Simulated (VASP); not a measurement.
Wanted: the native input for a VASP 6.6.1 run.

- Task: single point
- Functional: PBE
- Dispersion: D3(BJ)
- Potentials or basis: VASP PAW PBE potentials, release 64 (Au)
- Cutoff: 520 eV
- k mesh: 6 × 6 × 1
- Occupations: gaussian, width 0.1 eV
- Spin: no spin polarisation
- Dipole correction: yes
- Further INCAR settings: LREAL = Auto; ALGO = Normal; EDIFF = 1e-06; NBANDS = 126

The structure of Au lies in POSCAR:

```
Au
1.0
    5.7649995596      0.0000000000      0.0000000000
   -2.8824997798      4.9926360715      0.0000000000
    0.0000000000      0.0000000000     26.6093132300
Au
20
Direct
    0.1666666667      0.3333333333      0.3194370304
    0.1666666667      0.8333333333      0.3194370304
    0.6666666667      0.3333333333      0.3194370304
    0.6666666667      0.8333333333      0.3194370304
    0.3333333333      0.1666666667      0.4097185152
    0.3333333333      0.6666666667      0.4097185152
    0.8333333333      0.1666666667      0.4097185152
    0.8333333333      0.6666666667      0.4097185152
    0.1666666667      0.3333333333      0.4999216680
    0.1666666667      0.8333333333      0.4999216680
    0.6666666667      0.3333333333      0.4999216680
    0.6666666667      0.8333333333      0.4999216680
    0.3333333333      0.1666666667      0.5902903186
    0.3333333333      0.6666666667      0.5902903186
    0.8333333333      0.1666666667      0.5902903186
    0.8333333333      0.6666666667      0.5902903186
    0.1666666667      0.3333333333      0.6830263205
    0.1666666667      0.8333333333      0.6830263205
    0.6666666667      0.3333333333      0.6830263205
    0.6666666667      0.8333333333      0.6830263205
```

One way to write it, as run:

INCAR

```
SYSTEM = Au
PREC     = Accurate       ! precision mode
ENCUT    = 520            ! plane-wave cutoff, eV
EDIFF    = 1E-6           ! SCF threshold, eV
ISMEAR   = 0              ! smearing method
SIGMA    = 0.1            ! smearing width, eV
LREAL    = Auto         
LASPH    = .True.         ! aspherical terms in the spheres
NELM     = 60             ! most SCF steps
ALGO     = Normal         ! electronic algorithm
ISIF     = 2              ! what is computed and relaxed
LWAVE    = .False.        ! write WAVECAR
LCHARG   = .False.        ! write CHGCAR
LDIPOL   = .True.       
IDIPOL   = 3            
DIPOL    = 0.5 0.5 0.500
GGA      = PE             ! functional
IVDW     = 12             ! dispersion correction
NBANDS   = 126            ! bands
```

KPOINTS

```
regular mesh
0
Gamma
  6 6 1
  0 0 0
```

Potentials or basis: VASP PAW PBE potentials, release 64 (Au).

The run is started by

```sh
$ cat potpaw_PBE.64/Au/POTCAR > POTCAR
$ mpirun -np 1 vasp_std > vasp.out
```

It gave:

| Quantity | Value |
| --- | --- |
| Largest force | 0.225 eV/Å |
| Band gap on the k mesh | zero (bands 110 and 111 overlap by 0.74 eV) |
| Dispersion energy per atom | -0.527 eV |

Caveat: spin-orbit coupling is left out, which moves the levels of the heavy elements.

It took 90 min on 1 thread of Intel Xeon 8259CL, on a shared host, peak memory 1.1 GiB.
